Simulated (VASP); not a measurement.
# Hf in VASP: a series of runs, part 2 of 3

VASP 6.6.1. Earlier steps stand in the parts before.

### 3 Single point, PBE

This run uses another cell than the first one, of 177.37 Å³/atom, 1.025 times its volume.

File INCAR:

```
PREC = Accurate
ENCUT = 520
EDIFF = 1E-6
ISMEAR = 0
SIGMA = 0.1
LREAL = F
LASPH = T
NELM = 80
ALGO = Normal
ISIF = 2
LWAVE = F
LCHARG = T
LDIPOL = T
IDIPOL = 3
DIPOL = 0.5 0.5 0.294
GGA = PE
LELF = T
LVHAR = T
LVACPOTAV = T
NBANDS = 11
```

File KPOINTS:

```
Automatic mesh
0
Gamma
  24 24 1
```

File POSCAR:

```
Hf
1.0
    2.9335164528      0.0000002828      0.0000000000
   -1.4667584713      2.5404996292      0.0000000000
    0.0000000000      0.0000000000     23.8000000000
Hf
1
Direct
    0.0000000000      0.0000000000      0.2941176471
```

Potentials or basis: VASP PAW PBE potentials, release 64 (Hf_pv).

Command:

```console
cat potpaw_PBE.64/Hf_pv/POTCAR > POTCAR
mpirun -np 1 vasp_std > vasp.out
```

OUTCAR:

```text
PREC = Accurate
   ENCUT = 520
   EDIFF = 1E-6
   ISMEAR = 0
   LREAL = F
   LASPH = T
   NELM = 80
   ISIF = 2
   GGA = PE

 ion  position               nearest neighbor table
   1  0.000  0.000  0.294-

  LATTYP: Found a hexagonal cell.
 ALAT       =     2.9335164528
 C/A-ratio  =     8.1131298845

  Lattice vectors:

 A1 = (   2.9335164528,   0.0000002828,   0.0000000000)
 A2 = (  -1.4667584713,   2.5404996292,   0.0000000000)
 A3 = (   0.0000000000,   0.0000000000,  23.8000000000)

Analysis of symmetry for initial positions (statically):
=====================================================================
 Subroutine PRICEL returns:
 Original cell was already a primitive cell.

 Routine SETGRP: Setting up the symmetry group for a
 hexagonal supercell.

 Subroutine GETGRP returns: Found 24 space group operations
 (whereof 12 operations were pure point group operations)
 out of a pool of 24 trial point group operations.

The static configuration has the point symmetry C_6v.
 The point group associated with its full space group is D_6h.

Analysis of symmetry for dynamics (positions and initial velocities):
=====================================================================
 Subroutine PRICEL returns:
 Original cell was already a primitive cell.

 Routine SETGRP: Setting up the symmetry group for a
 hexagonal supercell.

 Subroutine GETGRP returns: Found 24 space group operations
 (whereof 12 operations were pure point group operations)
 out of a pool of 24 trial point group operations.

The dynamic configuration has the point symmetry C_6v.
 The point group associated with its full space group is D_6h.

 Subroutine INISYM returns: Found 24 space group operations
 (whereof 12 operations are pure point group operations),
 and found     1 'primitive' translations

----------------------------------------------------------------------------------------

                                     Primitive cell

  volume of cell :     177.3718

  direct lattice vectors                    reciprocal lattice vectors
     2.933516453  0.000000283  0.000000000     0.340887791  0.196811702  0.000000000
    -1.466758471  2.540499629  0.000000000    -0.000000038  0.393623338  0.000000000
     0.000000000  0.000000000 23.800000000     0.000000000  0.000000000  0.042016807

  length of vectors
     2.933516453  2.933516453 23.800000000     0.393623338  0.393623338  0.042016807

  position of ions in fractional coordinates (direct lattice)
     0.000000000  0.000000000  0.294117647

  ion indices of the primitive-cell ions
   primitive index   ion index
                 1           1

----------------------------------------------------------------------------------------

 KPOINTS: Automatic mesh

Automatic generation of k-mesh.
 Grid dimensions read from file:
 generate k-points for:   24   24    1

 Generating k-lattice:

  Cartesian coordinates                     Fractional coordinates (reciprocal lattice)
     0.014203658  0.008200488  0.000000000     0.041666667  0.000000000  0.000000000
    -0.000000002  0.016400972  0.000000000    -0.000000000  0.041666667  0.000000000
     0.000000000  0.000000000  0.042016807     0.000000000  0.000000000  1.000000000

  Length of vectors
     0.016400972  0.016400972  0.042016807

  Shift w.r.t. Gamma in fractional coordinates (k-lattice)
[... 38 lines left out ...]
   dimension x,y,z NGXF=    48 NGYF=   48 NGZF=  360
   ions per type =               1
   NGX,Y,Z   is equivalent  to a cutoff of  13.60, 13.60, 12.57 a.u.
   NGXF,Y,Z  is equivalent  to a cutoff of  27.20, 27.20, 25.15 a.u.
 SYSTEM =  unknown system
   PREC   = accura    normal or accurate (medium, high low for compatibility)
   ISTART =      0    job   : 0-new  1-cont  2-samecut
   ICHARG =      2    charge: 1-file 2-atom 10-const
   ISPIN  =      1    spin polarized calculation?
   LNONCOLLINEAR =      F non collinear calculations
   LSORBIT =      F    spin-orbit coupling
   LASPH  =      T    aspherical Exc in radial PAW
   ENCUT  =  520.0 eV  38.22 Ry    6.18 a.u.   5.45  5.45 44.25*2*pi/ulx,y,z
   NELM   =     80;   NELMIN=  2; NELMDL= -5     # of ELM steps
   EDIFF  = 0.1E-05   stopping-criterion for ELM
   LREAL  =      F    real-space projection
   EDIFFG = 0.1E-04   stopping-criterion for IOM
   NSW    =      0    number of steps for IOM
   IBRION =     -1    ionic relax: 0-MD 1-quasi-New 2-CG
   NFREE  =      0    steps in history (QN), initial steepest desc. (CG)
   ISIF   =      2    stress and relaxation
   ISYM   =      2    0-nonsym 1-usesym 2-fastsym
   POTIM  = 0.5000    time-step for ionic-motion
   TEBEG  =    0.0;   TEEND  =   0.0 temperature during run
   PSTRESS=    0.0 pullay stress
   NELECT =      10.0000    total number of electrons
   NUPDOWN=      -1.0000    fix difference up-down
   EMIN   =  10.00;   EMAX   =-10.00  energy-range for DOS
   EFERMI =   0.00;   METHOD = LEGACY
   ISMEAR =     0;   SIGMA  =   0.10  broadening in eV -4-tet -1-fermi 0-gaus
   EFERMI_NEDOS =   21; number of points for ismear=-14 and -15
   IALGO  =     38    algorithm
   IMIX   =      4    mixing-type and parameters
     AMIX     =   0.40;   BMIX     =  1.00
     AMIX_MAG =   1.60;   BMIX_MAG =  1.00
  volume/ion in A,a.u.               =     177.37      1196.96
  Fermi-wavevector in a.u.,A,eV,Ry     =   0.627740  1.186257  5.361481  0.394058
  Thomas-Fermi vector in A             =   1.689444
   LORBIT       =      0    0 simple, 1 ext, 2 COOP (PROOUT), +10 PAW based schemes
   GGA     = PE    functional components
   LHFCALC =     F    Hartree Fock is set to
   AEXX    =    0.0000 exact exchange contribution
   IVDW    =     0    specifies the selected vdW correction
   LEPSILON=     F    determine dielectric tensor
   LRPA    =     F    only Hartree local field effects (RPA)
 non-spin polarized calculation
 Gauss-broadening in eV      SIGMA  =   0.10
  energy-cutoff  :      520.00
  volume of cell :      177.37
 maximum number of plane-waves:      4889
 NGX is ok and might be reduce to    24
   NGX = 11   NGY = 11   NGZ = 89

 dipolmoment           0.000000      0.000000     -0.000001 electrons x Angstroem

 number of electron      10.0000001 magnetization

 dipolmoment           0.000000      0.000000      0.000002 electrons x Angstroem

 Free energy of the ion-electron system (eV)
  ---------------------------------------------------
  ext. energy  EPLUGINS =         0.00000000
  ---------------------------------------------------
  free energy    TOTEN  =        -7.79922554 eV

  energy without entropy =       -7.78684125  energy(sigma->0) =       -7.79303339

 E-fermi :  -3.0681     XC(G=0):  -2.1700

 val. band max:       -3.0820457921   @ k =   0.0833   0.0417   0.0000
 cond. band min:      -3.0461078869   @ k =   0.1667   0.0417   0.0000
 fundamental gap:      0.0359379052
 Fermi energy:        -3.0680931393

 k-point     1 :       0.0000    0.0000    0.0000
  band No.  band energies     occupation
      1     -33.8167      2.00000
      2     -32.9823      2.00000
      3     -32.9823      2.00000
      4      -8.5684      2.00000
      5      -3.3368      1.99986
      6      -2.8091      0.00025
      7      -1.1978      0.00000
      8      -1.1978      0.00000
      9       0.9322      0.00000
     10       1.1448      0.00000
     11       1.4589      0.00000
[... 309 lines left out ...]
 k-point    24 :       0.4583    0.0417    0.0000
  band No.  band energies     occupation
      1     -34.1850      2.00000
      2     -33.6298      2.00000
      3     -33.2780      2.00000
      4      -5.7332      2.00000
      5      -4.0202      2.00000
      6      -0.8250      0.00000
      7      -0.3519      0.00000
      8       0.7996      0.00000
      9       3.1511      0.00000
     10       4.7530      0.00000
     11       5.8367      0.00000

 [... further k-points ...]

------------------------ aborting loop because EDIFF is reached ----------------------------------------

  FORCE on cell =-STRESS in cart. coord.  units (eV):
  Direction    XX          YY          ZZ          XY          YZ          ZX
  --------------------------------------------------------------------------------------
  -------------------------------------------------------------------------------------
  Total       -0.0656525     -0.0656525     -0.0031510     -0.0000000      0.0000000      0.0000000
  in kB       -0.5930308     -0.5930308     -0.0284623     -0.0000000      0.0000000      0.0000000
  external PRESSURE =      -0.4048413 kB  Pullay stress =       0.0000000 kB

 VOLUME and BASIS-vectors are now :
 -----------------------------------------------------------------------------
  energy-cutoff  :      520.00
  volume of cell :      177.37
      direct lattice vectors                 reciprocal lattice vectors
     2.933516453  0.000000283  0.000000000     0.340887791  0.196811702  0.000000000
    -1.466758471  2.540499629  0.000000000    -0.000000038  0.393623338  0.000000000
     0.000000000  0.000000000 23.800000000     0.000000000  0.000000000  0.042016807

 POSITION                                       TOTAL-FORCE (eV/Angst)
 -----------------------------------------------------------------------------------
      0.00000      0.00000      7.00000         0.000000      0.000000     -0.000000
 -----------------------------------------------------------------------------------
    total drift:                                0.000000      0.000000      0.000033

  FREE ENERGIE OF THE ION-ELECTRON SYSTEM (eV)
  ---------------------------------------------------
  free  energy   TOTEN  =        -7.7992255418 eV

  energy  without entropy=       -7.7868412474  energy(sigma->0) =       -7.79303339

 vacuum level on the upper side and lower side of the slab         1.220         1.220
```

stdout:

```text
POSCAR found type information on POSCAR Hf
 POSCAR found :  1 types and       1 ions
 scaLAPACK will be used
 LDA part: xc-table for (Slater+PW92), standard interpolation
 POSCAR, INCAR and KPOINTS ok, starting setup
 FFT: planning ... GRIDC
 FFT: planning ... GRID_SOFT
 FFT: planning ... GRID
 WAVECAR not read
 entering main loop
 -----------------------------------------------------------------------------
|                                                                             |
|           W    W    AA    RRRRR   N    N  II  N    N   GGGG   !!!           |
|           W    W   A  A   R    R  NN   N  II  NN   N  G    G  !!!           |
|           W    W  A    A  R    R  N N  N  II  N N  N  G       !!!           |
|           W WW W  AAAAAA  RRRRR   N  N N  II  N  N N  G  GGG   !            |
|           WW  WW  A    A  R   R   N   NN  II  N   NN  G    G                |
|           W    W  A    A  R    R  N    N  II  N    N   GGGG   !!!           |
|                                                                             |
|     Did not find any points to average over, which means that no vacuum     |
|     field-free region was found. Please increase the size of  your cell     |
|     in the dimension of the dipole correction to obtain accurate            |
|     workfunction values.                                                    |
|                                                                             |
 -----------------------------------------------------------------------------
```

Run time: 2.3 min. Hardware: 1 thread of Intel Xeon Platinum 8259CL at 2.50GHz (Skylake/Cascade Lake), shared host; peak memory 0.36 GiB.

Results:

```
Free energy            : -7.7992 eV
Band gap on the k mesh : zero (band 5 reaches -2.71 eV, above the bottom of band 6 at -3.47 eV)
```

Levels at points of the mesh, in eV from the Fermi level:
| k point | band 1 | band 2 | band 3 | band 4 | band 5 | band 6 | band 7 | band 8 | band 9 | band 10 |
| --- | --- | --- | --- | --- | --- | --- | --- | --- | --- | --- |
| (0.00, 0.00, 0.00) | -30.75 | -29.91 | -29.91 | -5.50 | -0.27 | 0.26 | 1.87 | 1.87 | 4.00 | 4.21 |
| (0.50, 0.00, 0.00) | -31.13 | -30.56 | -30.20 | -2.74 | -0.98 | 2.35 | 2.71 | 4.04 | 6.11 | 7.95 |

Caveat: spin-orbit coupling is left out, which moves the levels of the heavy elements.

(Continued in part 3 of 3.)
